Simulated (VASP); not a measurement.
# WCl2F4 (I4/mmm) in VASP: single point with PBE

Aim: the single point of WCl2F4 with PBE.

Program: VASP 6.6.1. These are calculated values, not measurements. Logs are shortened: lines on timing, memory, paths and dates and some standing lists are left out, and cuts for length are marked.

## (1) The cell of the first run

Symmetry: I4/mmm, No. 139, tetragonal system. Conventional cell: a = 6.100 Å, b = 6.100 Å, c = 10.143 Å, α = 90.00°, β = 90.00°, γ = 90.00°. Within 2.5 Å of W (site symmetry 4/mmm) lie 4 F at 1.86 Å and 2 Cl at 2.29 Å. Within 3.0 Å of Cl (site symmetry 4mm) lie 1 W at 2.29 Å and 4 F at 2.95 Å. F (site symmetry m2m) has 1 W at 1.86 Å within 2.5 Å.

## (2) Single point, PBE

Contents of INCAR:

```
PREC     = Accurate       # precision mode
ENCUT    = 520            # plane-wave cutoff, eV
EDIFF    = 1E-6           # SCF threshold, eV
ISMEAR   = 0              # smearing method
SIGMA    = 0.02           # smearing width, eV
LREAL    = False          # projectors in reciprocal space
LASPH    = True           # aspherical terms in the spheres
NELM     = 60             # most SCF steps
ALGO     = Normal         # electronic algorithm
ISIF     = 2              # what is computed and relaxed
LWAVE    = False          # write WAVECAR
LCHARG   = False          # write CHGCAR
GGA      = PE             # functional
NBANDS   = 37             # bands
```

Contents of KPOINTS:

```
regular mesh
0
Gamma
  6 6 6
```

Contents of POSCAR:

```
WCl2F4
1.0
   -3.0497808593      3.0497808593      5.0716683536
    3.0497808593     -3.0497808593      5.0716683536
    3.0497808593      3.0497808593     -5.0716683536
W Cl F
1 2 4
Direct
    0.0000000000      0.0000000000      0.0000000000
    0.7742208453      0.7742208453      0.0000000000
    0.2257791547      0.2257791547      0.0000000000
    0.7841661678      0.2158338322      0.0000000000
    0.2158338322      0.7841661678      0.0000000000
    0.2158338322      0.2158338322      0.4316676644
    0.7841661678      0.7841661678      0.5683323356
```

Potentials or basis: VASP PAW PBE potentials, release 64 (W_sv, Cl, F).

Launch:

```
> cat potpaw_PBE.64/W_sv/POTCAR potpaw_PBE.64/Cl/POTCAR potpaw_PBE.64/F/POTCAR > POTCAR
> mpirun -np 1 vasp_std > vasp.out
```

OUTCAR:

```text
PREC = Accurate
   ENCUT = 520
   EDIFF = 1E-6
   ISMEAR = 0
   LREAL = False
   LASPH = True
   NELM = 60
   ISIF = 2
   GGA = PE

 ion  position               nearest neighbor table
   1  0.000  0.000  0.000-   4 1.86   5 1.86   6 1.86   7 1.86   2 2.29   3 2.29
   2  0.774  0.774  0.000-   1 2.29
   3  0.226  0.226  0.000-   1 2.29
   4  0.784  0.216  0.000-   1 1.86
   5  0.216  0.784  0.000-   1 1.86
   6  0.216  0.216  0.432-   1 1.86
   7  0.784  0.784  0.568-   1 1.86

  LATTYP: Found a body centered tetragonal cell.
 ALAT       =     6.0995617186
 C/A-ratio  =     1.6629615660

  Lattice vectors:

 A1 = (  -3.0497808593,   3.0497808593,   5.0716683536)
 A2 = (   3.0497808593,  -3.0497808593,   5.0716683536)
 A3 = (   3.0497808593,   3.0497808593,  -5.0716683536)

Analysis of symmetry for initial positions (statically):
=====================================================================
 Subroutine PRICEL returns:
 Original cell was already a primitive cell.

 Routine SETGRP: Setting up the symmetry group for a
 body centered tetragonal supercell.

 Subroutine GETGRP returns: Found 16 space group operations
 (whereof 16 operations were pure point group operations)
 out of a pool of 16 trial point group operations.

The static configuration has the point symmetry D_4h.

Analysis of symmetry for dynamics (positions and initial velocities):
=====================================================================
 Subroutine PRICEL returns:
 Original cell was already a primitive cell.

 Routine SETGRP: Setting up the symmetry group for a
 body centered tetragonal supercell.

 Subroutine GETGRP returns: Found 16 space group operations
 (whereof 16 operations were pure point group operations)
 out of a pool of 16 trial point group operations.

The dynamic configuration has the point symmetry D_4h.

 Subroutine INISYM returns: Found 16 space group operations
 (whereof 16 operations are pure point group operations),
 and found     1 'primitive' translations

----------------------------------------------------------------------------------------

                                     Primitive cell

  volume of cell :     188.6897

  direct lattice vectors                    reciprocal lattice vectors
    -3.049780859  3.049780859  5.071668354     0.000000000  0.163946206  0.098586888
[... 100 lines left out ...]
   IBRION =     -1    ionic relax: 0-MD 1-quasi-New 2-CG
   NFREE  =      0    steps in history (QN), initial steepest desc. (CG)
   ISIF   =      2    stress and relaxation
   ISYM   =      2    0-nonsym 1-usesym 2-fastsym
   POTIM  = 0.5000    time-step for ionic-motion
   TEBEG  =    0.0;   TEEND  =   0.0 temperature during run
   PSTRESS=    0.0 pullay stress
   NELECT =      56.0000    total number of electrons
   NUPDOWN=      -1.0000    fix difference up-down
   EMIN   =  10.00;   EMAX   =-10.00  energy-range for DOS
   EFERMI =   0.00;   METHOD = LEGACY
   ISMEAR =     0;   SIGMA  =   0.02  broadening in eV -4-tet -1-fermi 0-gaus
   EFERMI_NEDOS =   21; number of points for ismear=-14 and -15
   IALGO  =     38    algorithm
   IMIX   =      4    mixing-type and parameters
     AMIX     =   0.40;   BMIX     =  1.00
     AMIX_MAG =   1.60;   BMIX_MAG =  1.00
  volume/ion in A,a.u.               =      26.96       181.91
  Fermi-wavevector in a.u.,A,eV,Ry     =   1.091997  2.063575 16.224370  1.192458
  Thomas-Fermi vector in A             =   2.228254
   LORBIT       =      0    0 simple, 1 ext, 2 COOP (PROOUT), +10 PAW based schemes
   GGA     = PE    functional components
   LHFCALC =     F    Hartree Fock is set to
   AEXX    =    0.0000 exact exchange contribution
   IVDW    =     0    specifies the selected vdW correction
   LEPSILON=     F    determine dielectric tensor
   LRPA    =     F    only Hartree local field effects (RPA)
 non-spin polarized calculation
 Gauss-broadening in eV      SIGMA  =   0.02
  energy-cutoff  :      520.00
  volume of cell :      188.69
 maximum number of plane-waves:      5098
 NGX is ok and might be reduce to    50
   NGX = 25   NGY = 25   NGZ = 25

 number of electron      56.0000026 magnetization

 Free energy of the ion-electron system (eV)
  ---------------------------------------------------
  ext. energy  EPLUGINS =         0.00000000
  ---------------------------------------------------
  free energy    TOTEN  =       -38.38243976 eV

  energy without entropy =      -38.38243976  energy(sigma->0) =      -38.38243976

 E-fermi :  -3.6054     XC(G=0):  -6.7755

 val. band max:       -3.7373104247   @ k =   0.5000   0.5000  -0.0000
 cond. band min:      -0.7704551116   @ k =   0.5000   0.5000  -0.0000
 fundamental gap:      2.9668553131
 Fermi energy:        -3.6054177103

 k-point     1 :       0.0000    0.0000    0.0000
  band No.  band energies     occupation
      1     -78.6229      2.00000
      2     -42.9047      2.00000
      3     -42.9047      2.00000
      4     -42.5894      2.00000
      5     -25.7431      2.00000
      6     -25.5900      2.00000
[... 949 lines left out ...]
     36       6.7806      0.00000
     37       7.6182      0.00000

 [... further k-points ...]

------------------------ aborting loop because EDIFF is reached ----------------------------------------

  FORCE on cell =-STRESS in cart. coord.  units (eV):
  Direction    XX          YY          ZZ          XY          YZ          ZX
  --------------------------------------------------------------------------------------
  -------------------------------------------------------------------------------------
  Total        1.2555885      1.2555885     -0.2465413      0.0000000     -0.0000000      0.0000000
  in kB       10.6612912     10.6612912     -2.0933996      0.0000000     -0.0000000      0.0000000
  external PRESSURE =       6.4097276 kB  Pullay stress =       0.0000000 kB

 VOLUME and BASIS-vectors are now :
 -----------------------------------------------------------------------------
  energy-cutoff  :      520.00
  volume of cell :      188.69
      direct lattice vectors                 reciprocal lattice vectors
    -3.049780859  3.049780859  5.071668354     0.000000000  0.163946206  0.098586888
     3.049780859 -3.049780859  5.071668354     0.163946206  0.000000000  0.098586888
     3.049780859  3.049780859 -5.071668354     0.163946206  0.163946206  0.000000000

 POSITION                                       TOTAL-FORCE (eV/Angst)
 -----------------------------------------------------------------------------------
      0.00000      0.00000      0.00000         0.000000     -0.000000     -0.000000
      0.00000      0.00000      7.85318         0.000000      0.000000      0.005605
      0.00000      0.00000      2.29015         0.000000      0.000000     -0.005605
     -1.73329      1.73329      5.07167         0.277581     -0.277581     -0.000000
      1.73329     -1.73329      5.07167        -0.277581      0.277581      0.000000
      1.31649      1.31649     -0.00000         0.277581      0.277581      0.000000
      1.73329      1.73329      5.07167        -0.277581     -0.277581     -0.000000
 -----------------------------------------------------------------------------------
    total drift:                                0.000000      0.000000     -0.000000

  FREE ENERGIE OF THE ION-ELECTRON SYSTEM (eV)
  ---------------------------------------------------
  free  energy   TOTEN  =       -38.3824397575 eV

  energy  without entropy=      -38.3824397575  energy(sigma->0) =      -38.38243976
```

It took 2.1 min on 1 thread of Intel Xeon 6975P-C (Granite Rapids), shared host; peak memory 0.45 GiB.

Results:

* Free energy: -38.3824 eV
* Pressure: 0.6 GPa
* Largest force: 0.393 eV/Å
* Band gap on the k mesh: 2.97 eV

Forces on the atoms (eV/Å):
```
W    0.000  0.000  0.000
Cl   0.000  0.000  0.006
Cl   0.000  0.000 -0.006
F    0.278 -0.278  0.000
F   -0.278  0.278  0.000
F    0.278  0.278  0.000
F   -0.278 -0.278  0.000
```

Levels at points of the mesh, in eV from the valence-band top:
```
           k point  band 24  band 25  band 26  band 27  band 28  band 29  band 30  band 31  band 32  band 33
(0.00, 0.00, 0.00)    -0.48    -0.12    -0.12    -0.03    -0.03     2.98     2.98     3.61     6.77     7.21
(0.50, 0.00, 0.00)    -0.64    -0.21    -0.20    -0.13    -0.12     3.08     3.12     3.66     6.60     8.66
(0.50, 0.50, 0.00)    -0.58    -0.46    -0.16    -0.09     0.00     2.97     3.26     3.73     6.50     8.31
(0.50, 0.50, 0.50)    -0.70    -0.41    -0.41    -0.12    -0.12     3.25     3.25     3.61     6.10     8.81
```

Caveat: spin-orbit coupling is left out, which moves the levels of the heavy elements; this functional lacks dispersion, which binds layers or chains, so the pressure and a relaxed spacing across them are unreliable. A k mesh can miss the band edges.
